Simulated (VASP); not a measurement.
# La2Y2O (P-3m1) in VASP: notebook

The runs below take La2Y2O through single point, with PBE.

Everything below comes from runs of VASP 6.6.1. Logs are shortened: lines on timing, memory, paths and dates and some standing lists are left out, and cuts for length are marked.

**1. The cell of the first run**

Symmetry: P-3m1, No. 164, trigonal system. Conventional cell: a = 3.589 Å, b = 3.589 Å, c = 12.085 Å, α = 90.00°, β = 90.00°, γ = 120.00°. La (site symmetry 3m) has 9 La at 3.59 to 3.75 Å and 3 Y at 3.78 Å within 4.7 Å. Within 3.2 Å of Y (site symmetry 3m) lie 3 O at 2.46 Å. O (site symmetry -3m) has 6 Y at 2.46 Å within 3.2 Å.

**2. Single point, PBE**

Contents of INCAR:

```
SYSTEM = La2Y2O
PREC     = Accurate       ! precision mode
ENCUT    = 520            ! plane-wave cutoff, eV
EDIFF    = 1E-6           ! SCF threshold, eV
ISMEAR   = 0              ! smearing method
SIGMA    = 0.1            ! smearing width, eV
LREAL    = .False.        ! projectors in reciprocal space
LASPH    = .True.         ! aspherical terms in the spheres
NELM     = 80             ! most SCF steps
ALGO     = Normal         ! electronic algorithm
ISIF     = 2              ! what is computed and relaxed
LWAVE    = .False.        ! write WAVECAR
LCHARG   = .False.        ! write CHGCAR
GGA      = PE             ! functional
NBANDS   = 33             ! bands
```

Contents of KPOINTS:

```
Automatic mesh
0
Gamma
  12 12 4
  0 0 0
```

Contents of POSCAR:

```
La2Y2O
1.0
    3.5890969036      0.0000000000      0.0000000000
   -1.7945484518      3.1082490952      0.0000000000
    0.0000000000      0.0000000000     12.0851697381
La Y O
2 2 1
Direct
    0.3333333333      0.6666666667      0.6291709057
    0.6666666667      0.3333333333      0.3708290943
    0.3333333333      0.6666666667      0.1092977917
    0.6666666667      0.3333333333      0.8907022083
    0.0000000000      0.0000000000      0.0000000000
```

Potentials or basis: VASP PAW PBE potentials, release 64 (La, Y_sv, O).

Launch:

```
> cat potpaw_PBE.64/La/POTCAR potpaw_PBE.64/Y_sv/POTCAR potpaw_PBE.64/O/POTCAR > POTCAR
> mpirun -np 1 vasp_std > vasp.out
```

OUTCAR:

```text
SYSTEM = La2Y2O
   PREC = Accurate
   ENCUT = 520
   EDIFF = 1E-6
   ISMEAR = 0
   LREAL = .False.
   LASPH = .True.
   NELM = 80
   ISIF = 2
   GGA = PE

 ion  position               nearest neighbor table
   1  0.333  0.667  0.629-   4 3.78   4 3.78   4 3.78
   2  0.667  0.333  0.371-   3 3.78   3 3.78   3 3.78
   3  0.333  0.667  0.109-   5 2.46   5 2.46   5 2.46   4 3.36   4 3.36   4 3.36   2 3.78   2 3.78
                             2 3.78
   4  0.667  0.333  0.891-   5 2.46   5 2.46   5 2.46   3 3.36   3 3.36   3 3.36   1 3.78   1 3.78
                             1 3.78
   5  0.000  0.000  0.000-   3 2.46   4 2.46   4 2.46   3 2.46   4 2.46   3 2.46

  LATTYP: Found a hexagonal cell.
 ALAT       =     3.5890969036
 C/A-ratio  =     3.3671895919

  Lattice vectors:

 A1 = (   3.5890969036,   0.0000000000,   0.0000000000)
 A2 = (  -1.7945484518,   3.1082490952,   0.0000000000)
 A3 = (   0.0000000000,   0.0000000000,  12.0851697381)

Analysis of symmetry for initial positions (statically):
=====================================================================
 Subroutine PRICEL returns:
 Original cell was already a primitive cell.

 Routine SETGRP: Setting up the symmetry group for a
 hexagonal supercell.

 Subroutine GETGRP returns: Found 12 space group operations
 (whereof 12 operations were pure point group operations)
 out of a pool of 24 trial point group operations.

The static configuration has the point symmetry D_3d.

Analysis of symmetry for dynamics (positions and initial velocities):
=====================================================================
 Subroutine PRICEL returns:
 Original cell was already a primitive cell.

 Routine SETGRP: Setting up the symmetry group for a
 hexagonal supercell.

 Subroutine GETGRP returns: Found 12 space group operations
 (whereof 12 operations were pure point group operations)
 out of a pool of 24 trial point group operations.

The dynamic configuration has the point symmetry D_3d.

 Subroutine INISYM returns: Found 12 space group operations
 (whereof 12 operations are pure point group operations),
 and found     1 'primitive' translations

----------------------------------------------------------------------------------------

                                     Primitive cell

  volume of cell :     134.8198

  direct lattice vectors                    reciprocal lattice vectors
     3.589096904  0.000000000  0.000000000     0.278621622  0.160862268  0.000000000
    -1.794548452  3.108249095  0.000000000     0.000000000  0.321724537  0.000000000
     0.000000000  0.000000000 12.085169738     0.000000000  0.000000000  0.082746045

  length of vectors
     3.589096904  3.589096904 12.085169738     0.321724537  0.321724537  0.082746045

  position of ions in fractional coordinates (direct lattice)
     0.333333333  0.666666667  0.629170906
     0.666666667  0.333333333  0.370829094
     0.333333333  0.666666667  0.109297792
     0.666666667  0.333333333  0.890702208
     0.000000000  0.000000000  0.000000000

  ion indices of the primitive-cell ions
   primitive index   ion index
                 1           1
                 2           2
                 3           3
                 4           4
                 5           5

----------------------------------------------------------------------------------------

 KPOINTS: Automatic mesh

Automatic generation of k-mesh.
 Grid dimensions read from file:
 generate k-points for:   12   12    4

 Generating k-lattice:

  Cartesian coordinates                     Fractional coordinates (reciprocal lattice)
     0.023218468  0.013405189  0.000000000     0.083333333 -0.000000000  0.000000000
     0.000000000  0.026810378  0.000000000     0.000000000  0.083333333  0.000000000
     0.000000000  0.000000000  0.020686511     0.000000000  0.000000000  0.250000000

  Length of vectors
     0.026810378  0.026810378  0.020686511

  Shift w.r.t. Gamma in fractional coordinates (k-lattice)
     0.000000000  0.000000000  0.000000000

 Subroutine IBZKPT returns following result:
 ===========================================

 Found     69 irreducible k-points:

 Following reciprocal coordinates:
            Coordinates               Weight
  0.000000  0.000000  0.000000      1.000000
  0.083333 -0.000000  0.000000      6.000000
  0.166667  0.000000  0.000000      6.000000
  0.250000 -0.000000  0.000000      6.000000
  0.333333  0.000000  0.000000      6.000000
  0.416667 -0.000000  0.000000      6.000000
[... 16 lines left out ...]
  0.166667  0.000000  0.250000      6.000000
  0.000000  0.166667  0.250000      6.000000
 [... further k-points ...]
   k-points           NKPTS =     69   k-points in BZ     NKDIM =     69   number of bands    NBANDS=     33
   number of dos      NEDOS =    301   number of ions     NIONS =      5
   total plane-waves  NPLWV =  70560
   dimension x,y,z NGX =    28 NGY =   28 NGZ =   90
   dimension x,y,z NGXF=    56 NGYF=   56 NGZF=  180
   ions per type =               2   2   1
   NGX,Y,Z   is equivalent  to a cutoff of  12.97, 12.97, 12.38 a.u.
   NGXF,Y,Z  is equivalent  to a cutoff of  25.94, 25.94, 24.76 a.u.
 SYSTEM =  La2Y2O
   PREC   = accura    normal or accurate (medium, high low for compatibility)
   ISTART =      0    job   : 0-new  1-cont  2-samecut
   ICHARG =      2    charge: 1-file 2-atom 10-const
   ISPIN  =      1    spin polarized calculation?
   LNONCOLLINEAR =      F non collinear calculations
   LSORBIT =      F    spin-orbit coupling
   LASPH  =      T    aspherical Exc in radial PAW
   ENCUT  =  520.0 eV  38.22 Ry    6.18 a.u.   6.67  6.67 22.47*2*pi/ulx,y,z
   NELM   =     80;   NELMIN=  2; NELMDL= -5     # of ELM steps
   EDIFF  = 0.1E-05   stopping-criterion for ELM
   LREAL  =      F    real-space projection
   EDIFFG = 0.1E-04   stopping-criterion for IOM
   NSW    =      0    number of steps for IOM
   IBRION =     -1    ionic relax: 0-MD 1-quasi-New 2-CG
   NFREE  =      0    steps in history (QN), initial steepest desc. (CG)
   ISIF   =      2    stress and relaxation
   ISYM   =      2    0-nonsym 1-usesym 2-fastsym
   POTIM  = 0.5000    time-step for ionic-motion
   TEBEG  =    0.0;   TEEND  =   0.0 temperature during run
   PSTRESS=    0.0 pullay stress
   NELECT =      50.0000    total number of electrons
   NUPDOWN=      -1.0000    fix difference up-down
   EMIN   =  10.00;   EMAX   =-10.00  energy-range for DOS
   EFERMI =   0.00;   METHOD = LEGACY
   ISMEAR =     0;   SIGMA  =   0.10  broadening in eV -4-tet -1-fermi 0-gaus
   EFERMI_NEDOS =   21; number of points for ismear=-14 and -15
   IALGO  =     38    algorithm
   IMIX   =      4    mixing-type and parameters
     AMIX     =   0.40;   BMIX     =  1.00
     AMIX_MAG =   1.60;   BMIX_MAG =  1.00
  volume/ion in A,a.u.               =      26.96       181.96
  Fermi-wavevector in a.u.,A,eV,Ry     =   1.176197  2.222691 18.822851  1.383441
  Thomas-Fermi vector in A             =   2.312565
   LORBIT       =      0    0 simple, 1 ext, 2 COOP (PROOUT), +10 PAW based schemes
   GGA     = PE    functional components
   LHFCALC =     F    Hartree Fock is set to
   AEXX    =    0.0000 exact exchange contribution
   IVDW    =     0    specifies the selected vdW correction
   LEPSILON=     F    determine dielectric tensor
   LRPA    =     F    only Hartree local field effects (RPA)
 non-spin polarized calculation
 Gauss-broadening in eV      SIGMA  =   0.10
  energy-cutoff  :      520.00
  volume of cell :      134.82
 maximum number of plane-waves:      3669
 NGX is ok and might be reduce to    28
   NGX = 13   NGY = 13   NGZ = 45

 number of electron      49.9999994 magnetization

 Free energy of the ion-electron system (eV)
  ---------------------------------------------------
  ext. energy  EPLUGINS =         0.00000000
  ---------------------------------------------------
  free energy    TOTEN  =       -32.99108322 eV

  energy without entropy =      -32.96277439  energy(sigma->0) =      -32.97692881

 E-fermi :   6.3385     XC(G=0):  -9.9420

 val. band max:        6.3312506238   @ k =   0.0000   0.4167   0.2500
 cond. band min:       6.3416438847   @ k =   0.0000   0.3333   0.2500
 fundamental gap:      0.0103932609
 Fermi energy:         6.3385138595

 k-point     1 :       0.0000    0.0000    0.0000
  band No.  band energies     occupation
      1     -36.5090      2.00000
      2     -36.4263      2.00000
      3     -26.3965      2.00000
      4     -26.2982      2.00000
      5     -17.1127      2.00000
      6     -16.3140      2.00000
[... 25 lines left out ...]
     32       7.9787      0.00000
     33       8.0471      0.00000

 k-point     2 :       0.0833   -0.0000    0.0000
  band No.  band energies     occupation
      1     -36.5046      2.00000
      2     -36.4244      2.00000
      3     -26.3813      2.00000
      4     -26.2859      2.00000
      5     -17.1030      2.00000
      6     -16.3534      2.00000
[... 25 lines left out ...]
     32       8.0367      0.00000
     33       8.2513      0.00000

 k-point     3 :       0.1667    0.0000    0.0000
  band No.  band energies     occupation
      1     -36.4923      2.00000
      2     -36.4196      2.00000
      3     -26.3394      2.00000
      4     -26.2521      2.00000
      5     -17.0809      2.00000
      6     -16.4580      2.00000
[... 25 lines left out ...]
     32       8.1404      0.00000
     33       8.1619      0.00000

 k-point     4 :       0.2500   -0.0000    0.0000
  band No.  band energies     occupation
      1     -36.4748      2.00000
      2     -36.4137      2.00000
      3     -26.2803      2.00000
      4     -26.2061      2.00000
      5     -17.0674      2.00000
      6     -16.5930      2.00000
[... 673 lines left out ...]
     32       8.1535      0.00000
     33       8.2497      0.00000

 k-point    23 :       0.1667    0.0000    0.2500
  band No.  band energies     occupation
      1     -36.4923      2.00000
      2     -36.4196      2.00000
      3     -26.3394      2.00000
      4     -26.2521      2.00000
      5     -17.0809      2.00000
      6     -16.4580      2.00000
[... 25 lines left out ...]
     32       8.1783      0.00000
     33       8.2768      0.00000

 k-point    24 :       0.0000    0.1667    0.2500
  band No.  band energies     occupation
      1     -36.4923      2.00000
      2     -36.4196      2.00000
      3     -26.3394      2.00000
      4     -26.2521      2.00000
      5     -17.0809      2.00000
      6     -16.4580      2.00000
[... 25 lines left out ...]
     32       8.1683      0.00000
     33       8.1846      0.00000

 [... further k-points ...]

------------------------ aborting loop because EDIFF is reached ----------------------------------------

  FORCE on cell =-STRESS in cart. coord.  units (eV):
  Direction    XX          YY          ZZ          XY          YZ          ZX
  --------------------------------------------------------------------------------------
  -------------------------------------------------------------------------------------
  Total       -0.0074559     -0.0074559      0.0170691     -0.0000000      0.0000000     -0.0000000
  in kB       -0.0886046     -0.0886046      0.2028469     -0.0000000      0.0000000     -0.0000000
  external PRESSURE =       0.0085459 kB  Pullay stress =       0.0000000 kB

 VOLUME and BASIS-vectors are now :
 -----------------------------------------------------------------------------
  energy-cutoff  :      520.00
  volume of cell :      134.82
      direct lattice vectors                 reciprocal lattice vectors
     3.589096904  0.000000000  0.000000000     0.278621622  0.160862268  0.000000000
    -1.794548452  3.108249095  0.000000000     0.000000000  0.321724537  0.000000000
     0.000000000  0.000000000 12.085169738     0.000000000  0.000000000  0.082746045

 POSITION                                       TOTAL-FORCE (eV/Angst)
 -----------------------------------------------------------------------------------
     -0.00000      2.07217      7.60364         0.000000      0.000000      0.009389
      1.79455      1.03608      4.48153        -0.000000     -0.000000     -0.009389
     -0.00000      2.07217      1.32088        -0.000000      0.000000     -0.002055
      1.79455      1.03608     10.76429         0.000000     -0.000000      0.002055
      0.00000      0.00000      0.00000        -0.000000      0.000000      0.000000
 -----------------------------------------------------------------------------------
    total drift:                               -0.000000      0.000000      0.000000

  FREE ENERGIE OF THE ION-ELECTRON SYSTEM (eV)
  ---------------------------------------------------
  free  energy   TOTEN  =       -32.9910832214 eV

  energy  without entropy=      -32.9627743949  energy(sigma->0) =      -32.97692881
```

Run time: 4.9 min. Hardware: 1 thread of Intel Xeon 6975P-C (Granite Rapids), shared host; peak memory 0.49 GiB.

Results:

```
Free energy            : -32.9911 eV
Pressure               : 0.0 GPa
Largest force          : 0.009 eV/Å
Band gap on the k mesh : zero (bands 25 and 26 overlap by 1.25 eV)
```

Forces in eV/Å, atoms in the order of the input:
```
La   0.000  0.000  0.009
La   0.000  0.000 -0.009
Y    0.000  0.000 -0.002
Y    0.000  0.000  0.002
O    0.000  0.000  0.000
```

Levels at points of the mesh, in eV from the Fermi level:
```
           k point  band 23  band 24  band 25  band 26  band 27  band 28
(0.00, 0.00, 0.00)    -1.40    -0.70     1.00     1.03     1.21     1.44
(0.50, 0.00, 0.00)    -1.38    -0.70    -0.49    -0.06     0.33     1.39
(0.00, 0.00, 0.50)    -1.45    -0.36     1.13     1.14     1.18     1.42
(0.50, 0.00, 0.50)    -1.15    -0.92    -0.50     0.07     0.55     0.99
```

Caveat: spin-orbit coupling is left out, which moves the levels of the heavy elements.

**3. Single point, PBE**

This run uses another cell than the first one, of 28.88 Å³/atom.

Contents of INCAR:

```
SYSTEM = La2Y2O
PREC = Accurate
ENCUT = 520
EDIFF = 1E-7
ISMEAR = 0
SIGMA = 0.1
LREAL = .FALSE.
LASPH = .TRUE.
NELM = 80
ALGO = Normal
ISIF = 2
LWAVE = .FALSE.
LCHARG = .FALSE.
GGA = PE
NBANDS = 33
```

Contents of KPOINTS:

```
regular mesh
0
G
  12 12 4
  0 0 0
```

Contents of POSCAR:

```
La2Y2O
1.0
    3.7116501976      0.0000000000      0.0000000000
   -1.8558250988      3.2143833611      0.0000000000
    0.0000000000      0.0000000000     12.1019698954
La Y O
2 2 1
Direct
    0.3333333333      0.6666666667      0.1175839153
    0.6666666667      0.3333333333      0.8824160847
    0.6666666667      0.3333333333      0.3871093375
    0.3333333333      0.6666666667      0.6128906625
    0.0000000000      0.0000000000      0.0000000000
```

Potentials or basis: VASP PAW PBE potentials, release 64 (La, Y_sv, O).

Launch:

```
> cat potpaw_PBE.64/La/POTCAR potpaw_PBE.64/Y_sv/POTCAR potpaw_PBE.64/O/POTCAR > POTCAR
> mpirun -np 1 vasp_std > vasp.out
```

It took 6.2 min on 1 thread of Intel Xeon 6975P-C (Granite Rapids), shared host; peak memory 0.5 GiB.

It converged, with:

```yaml
Free_energy: -32.6850 eV
Pressure: -0.1 GPa
Largest_force: 0.012 eV/Å
Band_gap_on_the_k_mesh: zero (bands 25 and 26 overlap by 0.63 eV)
```

Forces on the atoms (eV/Å):
```
La   0.000  0.000 -0.012
La   0.000  0.000  0.012
Y    0.000  0.000  0.004
Y    0.000  0.000 -0.004
O    0.000  0.000  0.000
```

Levels at points of the mesh, in eV from the Fermi level:
| k point | band 23 | band 24 | band 25 | band 26 | band 27 | band 28 |
| --- | --- | --- | --- | --- | --- | --- |
| (0.00, 0.00, 0.00) | -1.18 | -0.43 | 0.48 | 0.77 | 1.31 | 1.31 |
| (0.50, 0.00, 0.00) | -1.09 | -0.20 | -0.20 | -0.15 | 0.52 | 0.56 |
| (0.00, 0.00, 0.50) | -1.06 | -0.33 | 0.42 | 0.88 | 1.32 | 1.32 |
| (0.50, 0.00, 0.50) | -1.03 | -0.51 | 0.03 | 0.04 | 0.45 | 0.49 |

Caveat: spin-orbit coupling is left out, which moves the levels of the heavy elements.

The gap in the log of VASP goes by the Fermi energy; the results here count the filled bands.